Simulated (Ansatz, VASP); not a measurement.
**Pb in VASP and in Ansatz**

```
Pb
1.0
    -1.97966    1.97966    1.97966
     1.97966   -1.97966    1.97966
     1.97966    1.97966   -1.97966
Pb
1
Direct
  0.00000 0.00000 0.00000
```

Alike in both runs: task electric field gradients; functional PBEsol; k mesh 13 × 13 × 13; occupations fermi-dirac, width 0.08 eV; no spin polarisation.

|  | VASP | Ansatz |
| --- | --- | --- |
| version | VASP 6.6.1 | Ansatz 0.2.0 |
| potentials or method | VASP PAW PBE potentials, release 64 (Pb_d), cutoff 520 eV | all-electron PAW with datasets made for the crystal, scalar-relativistic |

```tsv
	VASP	Ansatz	Ansatz less VASP
pressure (GPa)	-1.7	-1.6	+0.08
```

VASP's potentials were made for PBE, not for PBEsol. Ansatz ran all-electron here, and VASP with PAW potentials.

Spin-orbit coupling is off throughout.
